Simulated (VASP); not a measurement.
# Al2Cu (Fmmm) in VASP: notebook

The runs below take Al2Cu through single point, with PBE.

Program: VASP 6.6.1. These are calculated values, not measurements. Logs are shortened: lines on timing, memory, paths and dates and some standing lists are left out, and cuts for length are marked.

### Step 1. The cell of the first run

The structure is orthorhombic, space group Fmmm (No. 69). Conventional cell: a = 5.648 Å, b = 5.696 Å, c = 6.005 Å, α = 90.00°, β = 90.00°, γ = 90.00°. Within 3.3 Å of Al (site symmetry 222) lie 4 Cu at 2.51 Å and 6 Al at 2.82 to 3.00 Å. Cu (site symmetry mmm) has 8 Al at 2.51 Å within 3.3 Å.

### Step 2. Single point, PBE

Input file INCAR:

```
SYSTEM = Al2Cu
ALGO     = Fast           ! electronic algorithm
EDIFF    = 1E-7           ! SCF threshold, eV
ENCUT    = 520            ! plane-wave cutoff, eV
GGA      = PE             ! functional
ISIF     = 2              ! what is computed and relaxed
ISMEAR   = 0              ! smearing method
LASPH    = .True.         ! aspherical terms in the spheres
LCHARG   = .False.        ! write CHGCAR
LREAL    = .False.        ! projectors in reciprocal space
LWAVE    = .False.        ! write WAVECAR
NBANDS   = 16             ! bands
NELM     = 60             ! most SCF steps
PREC     = Accurate       ! precision mode
SIGMA    = 0.15           ! smearing width, eV
```

Input file KPOINTS:

```
k-points
0
Gamma
  14 14 14
  0 0 0
```

Input file POSCAR:

```
Al2Cu
1.0
   -2.1230109107      2.1230109107      2.8240317323
    2.1230109107     -2.1230109107      2.8240317323
    2.0138292449      2.0138292449     -2.8240317323
Al Cu
2 1
Direct
    0.7500000000      0.2500000000      0.5000000000
    0.2500000000      0.7500000000      0.5000000000
    0.5000000000      0.5000000000      0.0000000000
```

Potentials or basis: VASP PAW PBE potentials, release 64 (Al, Cu).

Command:

```console
cat potpaw_PBE.64/Al/POTCAR potpaw_PBE.64/Cu/POTCAR > POTCAR
mpirun -np 1 vasp_std > vasp.out
```

OUTCAR:

```text
SYSTEM = Al2Cu
   EDIFF = 1E-7
   ENCUT = 520
   GGA = PE
   ISIF = 2
   ISMEAR = 0
   LASPH = .True.
   LREAL = .False.
   NELM = 60
   PREC = Accurate

 ion  position               nearest neighbor table
   1  0.750  0.250  0.500-   3 2.51   3 2.51   3 2.51   3 2.51   2 2.82   2 2.82   2 2.85   2 2.85
                             2 3.00   2 3.00
   2  0.250  0.750  0.500-   3 2.51   3 2.51   3 2.51   3 2.51   1 2.82   1 2.82   1 2.85   1 2.85
                             1 3.00   1 3.00
   3  0.500  0.500  0.000-   1 2.51   2 2.51   1 2.51   2 2.51   2 2.51   1 2.51   2 2.51   1 2.51

  LATTYP: Found a face centered orthorhombic cell.
 ALAT       =     5.6480634646
 B/A-ratio  =     1.0084818091
 C/A-ratio  =     1.0631576085

  Lattice vectors:

 A1 = (  -0.1091816658,   4.1368401556,   0.0000000000)
 A2 = (  -2.1230109107,   2.1230109107,   2.8240317323)
 A3 = (   2.0138292449,   2.0138292449,   2.8240317323)

Analysis of symmetry for initial positions (statically):
=====================================================================
 Subroutine PRICEL returns:
 Original cell was already a primitive cell.

 Routine SETGRP: Setting up the symmetry group for a
 face centered orthorhombic supercell.

 Subroutine GETGRP returns: Found  8 space group operations
 (whereof  8 operations were pure point group operations)
 out of a pool of  8 trial point group operations.

The static configuration has the point symmetry D_2h.

Analysis of symmetry for dynamics (positions and initial velocities):
=====================================================================
 Subroutine PRICEL returns:
 Original cell was already a primitive cell.

 Routine SETGRP: Setting up the symmetry group for a
 face centered orthorhombic supercell.

 Subroutine GETGRP returns: Found  8 space group operations
 (whereof  8 operations were pure point group operations)
 out of a pool of  8 trial point group operations.

The dynamic configuration has the point symmetry D_2h.

 Subroutine INISYM returns: Found  8 space group operations
 (whereof  8 operations are pure point group operations),
 and found     1 'primitive' translations

----------------------------------------------------------------------------------------

                                     Primitive cell

  volume of cell :      48.2953

[... 89 lines left out ...]
   NELM   =     60;   NELMIN=  2; NELMDL= -5     # of ELM steps
   EDIFF  = 0.1E-06   stopping-criterion for ELM
   LREAL  =      F    real-space projection
   EDIFFG = 0.1E-05   stopping-criterion for IOM
   NSW    =      0    number of steps for IOM
   IBRION =     -1    ionic relax: 0-MD 1-quasi-New 2-CG
   NFREE  =      0    steps in history (QN), initial steepest desc. (CG)
   ISIF   =      2    stress and relaxation
   ISYM   =      2    0-nonsym 1-usesym 2-fastsym
   POTIM  = 0.5000    time-step for ionic-motion
   TEBEG  =    0.0;   TEEND  =   0.0 temperature during run
   PSTRESS=    0.0 pullay stress
   NELECT =      17.0000    total number of electrons
   NUPDOWN=      -1.0000    fix difference up-down
   EMIN   =  10.00;   EMAX   =-10.00  energy-range for DOS
   EFERMI =   0.00;   METHOD = LEGACY
   ISMEAR =     0;   SIGMA  =   0.15  broadening in eV -4-tet -1-fermi 0-gaus
   EFERMI_NEDOS =   21; number of points for ismear=-14 and -15
   IALGO  =     68    algorithm
   IMIX   =      4    mixing-type and parameters
     AMIX     =   0.40;   BMIX     =  1.00
     AMIX_MAG =   1.60;   BMIX_MAG =  1.00
  volume/ion in A,a.u.               =      16.10       108.64
  Fermi-wavevector in a.u.,A,eV,Ry     =   1.155907  2.184348 18.179038  1.336122
  Thomas-Fermi vector in A             =   2.292532
   LORBIT       =      0    0 simple, 1 ext, 2 COOP (PROOUT), +10 PAW based schemes
   GGA     = PE    functional components
   LHFCALC =     F    Hartree Fock is set to
   AEXX    =    0.0000 exact exchange contribution
   IVDW    =     0    specifies the selected vdW correction
   LEPSILON=     F    determine dielectric tensor
   LRPA    =     F    only Hartree local field effects (RPA)
 non-spin polarized calculation
 RMM-DIIS sequential band-by-band and
 Gauss-broadening in eV      SIGMA  =   0.15
  energy-cutoff  :      520.00
  volume of cell :       48.30
 maximum number of plane-waves:      1323
   NGX = 15   NGY = 15   NGZ = 15

 number of electron      17.0000010 magnetization

 Free energy of the ion-electron system (eV)
  ---------------------------------------------------
  ext. energy  EPLUGINS =         0.00000000
  ---------------------------------------------------
  free energy    TOTEN  =       -11.72401183 eV

  energy without entropy =      -11.71380405  energy(sigma->0) =      -11.71890794

 E-fermi :   6.9167     XC(G=0): -10.4104

 val. band max:        6.9101750628   @ k =   0.1429  -0.0000   0.0000
 cond. band min:       6.9179036690   @ k =   0.5000  -0.0000   0.0714
 fundamental gap:      0.0077286061
 Fermi energy:         6.9166995653

 k-point     1 :       0.0000    0.0000    0.0000
  band No.  band energies     occupation
      1      -3.2221      2.00000
      2       2.3951      2.00000
      3       2.4037      2.00000
      4       2.4516      2.00000
      5       2.9152      2.00000
      6       3.0079      2.00000
[... 433 lines left out ...]
      3       2.5041      2.00000
      4       2.6035      2.00000
      5       2.9343      2.00000
      6       3.0425      2.00000
[... 8 lines left out ...]
     15      14.0449      0.00000
     16      17.1888      0.00000

 [... further k-points ...]

------------------------ aborting loop because EDIFF is reached ----------------------------------------

  FORCE on cell =-STRESS in cart. coord.  units (eV):
  Direction    XX          YY          ZZ          XY          YZ          ZX
  --------------------------------------------------------------------------------------
  -------------------------------------------------------------------------------------
  Total       -0.1664037     -0.1664037      0.7588422      0.6492911     -0.0000000     -0.0000000
  in kB       -5.5203827     -5.5203827     25.1743124     21.5399956     -0.0000000     -0.0000000
  external PRESSURE =       4.7111823 kB  Pullay stress =       0.0000000 kB

 VOLUME and BASIS-vectors are now :
 -----------------------------------------------------------------------------
  energy-cutoff  :      520.00
  volume of cell :       48.30
      direct lattice vectors                 reciprocal lattice vectors
    -2.123010911  2.123010911  2.824031732     0.006384323  0.241898892  0.177051835
     2.123010911 -2.123010911  2.824031732     0.241898892  0.006384323  0.177051835
     2.013829245  2.013829245 -2.824031732     0.248283215  0.248283215  0.000000000

 POSITION                                       TOTAL-FORCE (eV/Angst)
 -----------------------------------------------------------------------------------
     -0.05459      2.06842      1.41202         0.000000     -0.000000     -0.000000
      2.06842     -0.05459      1.41202        -0.000000      0.000000      0.000000
      0.00000      0.00000      2.82403         0.000000      0.000000      0.000000
 -----------------------------------------------------------------------------------
    total drift:                               -0.000000      0.000000     -0.000000

  FREE ENERGIE OF THE ION-ELECTRON SYSTEM (eV)
  ---------------------------------------------------
  free  energy   TOTEN  =       -11.7240118282 eV

  energy  without entropy=      -11.7138040545  energy(sigma->0) =      -11.71890794
```

stdout:

```text
POSCAR found type information on POSCAR AlCu
 POSCAR found :  2 types and       3 ions
 scaLAPACK will be used
 LDA part: xc-table for (Slater+PW92), standard interpolation
 POSCAR, INCAR and KPOINTS ok, starting setup
 FFT: planning ... GRIDC
 FFT: planning ... GRID_SOFT
 FFT: planning ... GRID
 WAVECAR not read
 entering main loop
WARNING in EDDRMM: call to ZHEGV failed, returncode =   8  4     16
WARNING in EDDRMM: call to ZHEGV failed, returncode =   6  3     16
WARNING in EDDRMM: call to ZHEGV failed, returncode =   8  4     15
WARNING in EDDRMM: call to ZHEGV failed, returncode =   8  4     16
 num prob WARNING in EDDRMM: call to ZHEGV failed, returncode =   8  4     14
WARNING in EDDRMM: call to ZHEGV failed, returncode =   8  4     15
```

Wall time 12 min (1 thread of Intel Xeon Platinum 8259CL at 2.50GHz (Skylake/Cascade Lake), shared host); peak memory 0.43 GiB.

What came out:

- Free energy: -11.7240 eV
- Pressure: 0.5 GPa
- Band gap on the k mesh: zero (an odd number of electrons rules out a gap without spin polarisation)

Stress tensor (GPa, compression positive):
```
-0.55  2.15  0.00
 2.15 -0.55  0.00
 0.00  0.00  2.52
```

Levels at points of the mesh, in eV from the Fermi level:
| k point | band 6 | band 7 | band 8 | band 9 | band 10 | band 11 | band 12 | band 13 |
| --- | --- | --- | --- | --- | --- | --- | --- | --- |
| (0.00, 0.00, 0.00) | -3.91 | 2.60 | 2.61 | 2.69 | 3.05 | 3.10 | 3.27 | 4.07 |
| (0.50, 0.00, 0.00) | -3.89 | -3.85 | 0.34 | 0.86 | 2.52 | 3.02 | 3.91 | 4.38 |
| (0.50, 0.50, 0.00) | -3.80 | -3.78 | -1.75 | -1.68 | 0.71 | 1.77 | 8.93 | 10.52 |
| (0.00, 0.00, 0.50) | -3.83 | -3.62 | -2.27 | -1.82 | 0.09 | 1.48 | 8.85 | 9.43 |
| (0.50, 0.50, 0.50) | -3.83 | -3.60 | -2.29 | -1.91 | -0.01 | 1.43 | 8.89 | 9.52 |

Caveat: the cell differs from its parent crystal (strain +e along x and -e along y -0.0267, strain +e along z and -e/2 along x and y -0.0233).

### Step 3. Single point, PBE

Input file INCAR:

```
SYSTEM = Al2Cu
PREC     = Accurate       ! precision mode
ENCUT    = 520            ! plane-wave cutoff, eV
EDIFF    = 1E-6           ! SCF threshold, eV
ISMEAR   = 0              ! smearing method
SIGMA    = 0.15           ! smearing width, eV
LREAL    = .False.        ! projectors in reciprocal space
LASPH    = .True.         ! aspherical terms in the spheres
NELM     = 80             ! most SCF steps
ALGO     = Fast           ! electronic algorithm
ISIF     = 2              ! what is computed and relaxed
LWAVE    = .False.        ! write WAVECAR
LCHARG   = .False.        ! write CHGCAR
GGA      = PE             ! functional
NBANDS   = 16             ! bands
```

Input file KPOINTS:

```
Automatic mesh
0
Gamma
  14 14 14
  0 0 0
```

Input file POSCAR:

```
Al2Cu
1.0
   -2.0753717195      2.0753717195      2.9587710369
    2.0753717195     -2.0753717195      2.9587710369
    1.9661900537      1.9661900537     -2.9587710369
Al Cu
2 1
Direct
    0.7500000000      0.2500000000      0.5000000000
    0.2500000000      0.7500000000      0.5000000000
    0.5000000000      0.5000000000      0.0000000000
```

Potentials or basis: VASP PAW PBE potentials, release 64 (Al, Cu).

Command:

```console
cat potpaw_PBE.64/Al/POTCAR potpaw_PBE.64/Cu/POTCAR > POTCAR
mpirun -np 1 vasp_std > vasp.out
```

OUTCAR:

```text
SYSTEM = Al2Cu
   PREC = Accurate
   ENCUT = 520
   EDIFF = 1E-6
   ISMEAR = 0
   LREAL = .False.
   LASPH = .True.
   NELM = 80
   ISIF = 2
   GGA = PE

 ion  position               nearest neighbor table
   1  0.750  0.250  0.500-   3 2.51   3 2.51   3 2.51   3 2.51   2 2.78   2 2.78   2 2.94   2 2.94
                             2 2.96   2 2.96
   2  0.250  0.750  0.500-   3 2.51   3 2.51   3 2.51   3 2.51   1 2.78   1 2.78   1 2.94   1 2.94
                             1 2.96   1 2.96
   3  0.500  0.500  0.000-   1 2.51   2 2.51   1 2.51   2 2.51   2 2.51   1 2.51   2 2.51   1 2.51

  LATTYP: Found a face centered orthorhombic cell.
[... 656 lines left out ...]
  --------------------------------------------------------------------------------------
  -------------------------------------------------------------------------------------
  Total        0.5239895      0.5239895     -0.4800838      0.8340345      0.0000000      0.0000000
  in kB       17.3836290     17.3836290    -15.9270336     27.6695356      0.0000000      0.0000000
  external PRESSURE =       6.2800748 kB  Pullay stress =       0.0000000 kB

 VOLUME and BASIS-vectors are now :
 -----------------------------------------------------------------------------
  energy-cutoff  :      520.00
  volume of cell :       48.29
      direct lattice vectors                 reciprocal lattice vectors
    -2.075371720  2.075371720  2.958771037     0.006689110  0.247609806  0.168989082
     2.075371720 -2.075371720  2.958771037     0.247609806  0.006689110  0.168989082
     1.966190054  1.966190054 -2.958771037     0.254298916  0.254298916  0.000000000

 POSITION                                       TOTAL-FORCE (eV/Angst)
 -----------------------------------------------------------------------------------
     -0.05459      2.02078      1.47939         0.000000     -0.000000     -0.000000
      2.02078     -0.05459      1.47939        -0.000000      0.000000      0.000000
      0.00000      0.00000      2.95877        -0.000000      0.000000      0.000000
 -----------------------------------------------------------------------------------
    total drift:                               -0.000000      0.000000     -0.000000

  FREE ENERGIE OF THE ION-ELECTRON SYSTEM (eV)
  ---------------------------------------------------
  free  energy   TOTEN  =       -11.7189517189 eV

  energy  without entropy=      -11.7084561345  energy(sigma->0) =      -11.71370393
```

OSZICAR:

```text
N       E                     dE             d eps       ncg     rms          rms(c)
DAV:   1     0.614389532326E+02    0.61439E+02   -0.68293E+03 13728   0.112E+03
DAV:   2    -0.114964266770E+02   -0.72935E+02   -0.64664E+02 14632   0.198E+02
DAV:   3    -0.139947968074E+02   -0.24984E+01   -0.24449E+01 18800   0.417E+01
DAV:   4    -0.140490742205E+02   -0.54277E-01   -0.54256E-01 16224   0.524E+00
DAV:   5    -0.140517515381E+02   -0.26773E-02   -0.26772E-02 21472   0.130E+00    0.151E+01
RMM:   6    -0.164267223091E+02   -0.23750E+01   -0.39290E+01 17216   0.948E+01    0.131E+01
RMM:   7    -0.118224731789E+02    0.46042E+01   -0.11374E+01 15560   0.536E+01    0.170E+00
RMM:   8    -0.117348308239E+02    0.87642E-01   -0.66580E-01 14713   0.127E+01    0.773E-01
RMM:   9    -0.117182958344E+02    0.16535E-01   -0.10462E-01 15253   0.184E+00    0.193E-01
RMM:  10    -0.117200877057E+02   -0.17919E-02   -0.93693E-03 18106   0.830E-01    0.216E-01
RMM:  11    -0.117192466714E+02    0.84103E-03   -0.31408E-03 17581   0.590E-01    0.101E-01
RMM:  12    -0.117191010590E+02    0.14561E-03   -0.90016E-04 19302   0.238E-01    0.901E-02
RMM:  13    -0.117189640125E+02    0.13705E-03   -0.19799E-04 18396   0.142E-01    0.307E-02
RMM:  14    -0.117189550504E+02    0.89621E-05   -0.70251E-05 19846   0.693E-02    0.171E-02
RMM:  15    -0.117189559534E+02   -0.90300E-06   -0.13581E-05 17111   0.320E-02    0.205E-02
RMM:  16    -0.117189519739E+02    0.39795E-05   -0.54654E-06 16209   0.254E-02    0.944E-03
RMM:  17    -0.117189517189E+02    0.25507E-06   -0.25287E-06 11594   0.128E-02
   1 F= -.11718952E+02 E0= -.11713704E+02  d E =-.104956E-01
```

stdout:

```text
POSCAR found type information on POSCAR AlCu
 POSCAR found :  2 types and       3 ions
 scaLAPACK will be used
 LDA part: xc-table for (Slater+PW92), standard interpolation
 POSCAR, INCAR and KPOINTS ok, starting setup
 FFT: planning ... GRIDC
 FFT: planning ... GRID_SOFT
 FFT: planning ... GRID
 WAVECAR not read
 entering main loop
```

Run time: 9.2 min. Hardware: 1 thread of Intel Xeon Platinum 8259CL at 2.50GHz (Skylake/Cascade Lake), shared host; peak memory 0.43 GiB.

What came out:

```
Free energy            : -11.7190 eV
Pressure               : 0.6 GPa
Band gap on the k mesh : zero (an odd number of electrons rules out a gap without spin polarisation)
```

Caveat: the cell differs from its parent crystal (strain +e along x and -e along y -0.0267, strain +e along z and -e/2 along x and y +0.0233).
